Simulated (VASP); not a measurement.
# V (Im-3m) in VASP: a series of runs, part 2 of 2

VASP 6.6.1. The steps go on from the part before.

## 4. Relaxation of cell and atoms, PBE

This run uses another cell than the first one, of 13.46 Å³/atom, 0.969 times its volume.

INCAR reads:

```
SYSTEM = V
PREC     = Accurate       ! precision mode
ENCUT    = 500            ! plane-wave cutoff, eV
EDIFF    = 1E-7           ! SCF threshold, eV
ISMEAR   = -1             ! smearing method
SIGMA    = 0.15           ! smearing width, eV
LREAL    = .FALSE.        ! projectors in reciprocal space
LASPH    = .TRUE.         ! aspherical terms in the spheres
NELM     = 120            ! most SCF steps
ALGO     = Normal         ! electronic algorithm
ISIF     = 3              ! what is computed and relaxed
LWAVE    = .FALSE.        ! write WAVECAR
LCHARG   = .FALSE.        ! write CHGCAR
GGA      = PE             ! functional
IBRION   = 2              ! ionic algorithm
NSW      = 80             ! ionic steps
EDIFFG   = -0.001         ! ionic threshold
GGA_COMPAT= .FALSE.      
NELMIN   = 4
```

KPOINTS reads:

```
Automatic mesh
0
G
  20 20 20
  0 0 0
```

POSCAR reads:

```
V
1.0
   -1.4986106534      1.4986106534      1.4986106534
    1.4986106534     -1.4986106534      1.4986106534
    1.4986106534      1.4986106534     -1.4986106534
V
1
Direct
    0.0000000000      0.0000000000      0.0000000000
```

Potentials or basis: VASP PAW PBE potentials, release 64 (V_sv).

Run with:

```console
> cat potpaw_PBE.64/V_sv/POTCAR > POTCAR
> mpirun -np 1 vasp_std > vasp.out
```

OUTCAR:

```text
SYSTEM = V
   PREC = Accurate
   ENCUT = 500
   EDIFF = 1E-7
   ISMEAR = -1
   LREAL = .FALSE.
   LASPH = .TRUE.
   NELM = 120
   ISIF = 3
   GGA = PE
   IBRION = 2
   NSW = 80
   EDIFFG = -0.001
   NELMIN = 4

 ion  position               nearest neighbor table
   1  0.000  0.000  0.000-

  LATTYP: Found a body centered cubic cell.
 ALAT       =     2.9972213068

  Lattice vectors:

 A1 = (  -1.4986106534,   1.4986106534,   1.4986106534)
 A2 = (   1.4986106534,  -1.4986106534,   1.4986106534)
 A3 = (   1.4986106534,   1.4986106534,  -1.4986106534)

Analysis of symmetry for initial positions (statically):
=====================================================================
 Subroutine PRICEL returns:
 Original cell was already a primitive cell.

 Routine SETGRP: Setting up the symmetry group for a
 body centered cubic supercell.

 Subroutine GETGRP returns: Found 48 space group operations
[... 9 lines left out ...]

 Routine SETGRP: Setting up the symmetry group for a
 body centered cubic supercell.

 Subroutine GETGRP returns: Found 48 space group operations
[... 156 lines left out ...]
  -------------------------------------------------------------------------------------
  Total        0.0669321      0.0669321      0.0669321      0.0000000     -0.0000000      0.0000000
  in kB        7.9656007      7.9656007      7.9656007      0.0000000     -0.0000000      0.0000000
  external PRESSURE =       7.9656007 kB  Pullay stress =       0.0000000 kB
[... 57 lines left out ...]
--------------------------------------- Ionic step        3  -------------------------------------------

 number of electron      12.9999990 magnetization

 Free energy of the ion-electron system (eV)
  ---------------------------------------------------
  ext. energy  EPLUGINS =         0.00000000
  ---------------------------------------------------
  free energy    TOTEN  =        -9.05538585 eV

  energy without entropy =       -8.93486871  energy(sigma->0) =       -8.99512728

 E-fermi :   9.7047     XC(G=0): -12.8829

 val. band max:        9.7002094404   @ k =  -0.4000   0.4000   0.1000
 cond. band min:       9.7269940618   @ k =   0.1500   0.0000   0.0000
 fundamental gap:      0.0267846214
 Fermi energy:         9.7047076463

 k-point     1 :       0.0000    0.0000    0.0000
  band No.  band energies     occupation
      1     -54.0505      2.00000
      2     -27.3581      2.00000
      3     -27.3581      2.00000
      4     -27.3581      2.00000
      5       3.0823      2.00000
      6      10.0801      0.15139
      7      10.0801      0.15139
      8      10.0801      0.15139
      9      12.0814      0.00000
     10      12.0814      0.00000
[... 287 lines left out ...]
 k-point    24 :       0.2500    0.1000    0.0000
  band No.  band energies     occupation
      1     -53.9159      2.00000
      2     -27.9576      2.00000
      3     -27.5510      2.00000
      4     -27.3924      2.00000
      5       6.0881      2.00000
      6       9.0222      1.97909
      7       9.3914      1.77959
      8      11.7070      0.00000
      9      12.3658      0.00000
     10      12.6236      0.00000

 [... further k-points ...]
[... 5 lines left out ...]
  --------------------------------------------------------------------------------------
  -------------------------------------------------------------------------------------
  Total        0.0005557      0.0005557      0.0005557     -0.0000000      0.0000000     -0.0000000
  in kB        0.0658515      0.0658515      0.0658515     -0.0000000      0.0000000     -0.0000000
  external PRESSURE =       0.0658515 kB  Pullay stress =       0.0000000 kB
[... 16 lines left out ...]
  FREE ENERGIE OF THE ION-ELECTRON SYSTEM (eV)
  ---------------------------------------------------
  free  energy   TOTEN  =        -9.0553858466 eV

  energy  without entropy=       -8.9348687114  energy(sigma->0) =       -8.99512728

 reached required accuracy - stopping structural energy minimisation
```

It took 73 s on 1 thread of AMD EPYC 9R45 (Zen 5), shared host; peak memory 0.12 GiB.

Results:

- Free energy: -9.0554 eV
- Relaxed volume: 13.52 Å³/atom
- Relaxed cell: a = 2.599 Å, b = 2.599 Å, c = 2.599 Å, α = 109.47°, β = 109.47°, γ = 109.47°
- Space group after relaxing (to 0.05 Å): Im-3m (No. 229)
- Energy gained by relaxing: 0.1 meV/atom
- Ionic steps: 3
- Pressure after relaxing: 0.0 GPa

The path:
```csv
step,energy change (eV),largest force (eV/Å),pressure (GPa),volume (Å³)
1,0.0000,0.0000,0.80,13.46
2,0.0001,0.0000,-0.96,13.59
3,-0.0001,0.0000,0.01,13.52
```

Final structure:
```xyz
1
Lattice="-1.5008 1.5008 1.5008 1.5008 -1.5008 1.5008 1.5008 1.5008 -1.5008" Properties=species:S:1:pos:R:3 pbc="T T T"
V     0.0000    0.0000    0.0000
```

## 5. Summary

```csv
task,spin,cell,k mesh,smearing,gap on the mesh (eV),pressure (GPa)
single point,"collinear, ferromagnetic start","a = 2.623 Å, angles 109.5°, 1 atom",8 × 8 × 8,gaussian 0.1 eV,none,-6.4
single point,off,"a = 2.599 Å, angles 109.5°, 1 atom",20 × 20 × 20,fermi-dirac 0.15 eV,none,0.1
relaxation of cell and atoms,off,"relaxed from a = 2.596 Å, angles 109.5°, 1 atom",20 × 20 × 20,fermi-dirac 0.15 eV,none,0.0
```

Alike in all rows: level PBE; potentials or basis VASP PAW PBE potentials, release 64 (V_sv); cutoff (eV) 500.

Caveats: some runs use coarse meshes.

Total energies depend on the potentials used, so only differences within one code and one set of settings carry meaning.
